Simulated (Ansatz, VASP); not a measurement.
**ZnO: VASP beside Ansatz**

```
Zn O
1.0
     3.18710    0.00000    0.00000
    -1.59355    2.76011    0.00000
     0.00000    0.00000    5.15246
Zn O
2 2
Direct
  0.33333 0.66667 0.50029
  0.66667 0.33333 0.00029
  0.66667 0.33333 0.37872
  0.33333 0.66667 0.87872
```

Alike in both runs: functional LDA; k mesh 10 × 10 × 6; occupations fermi-dirac, width 0.08 eV; no spin polarisation.

Ansatz relaxed the structure, and its values are those at the end. VASP's run is a single point on that final structure, the one shown.

|  | VASP | Ansatz |
| --- | --- | --- |
| version | VASP 6.6.1 | Ansatz 0.2.0 |
| potentials or method | VASP PAW LDA potentials, release 64 (Zn, O) | PAW with Ansatz's default frozen-core files, scalar-relativistic |
| plane-wave cutoff (eV) | 520 | 420 |
| valence electrons in the cell | 36 | 36 |

Ansatz gave:

* pressure (GPa): 0.0

Task: What did VASP give for the same quantities?

Result: Pressure (GPa): 1.1.

LDA's correlation is that of Perdew and Zunger in VASP and of Perdew and Wang (1992) in Ansatz.
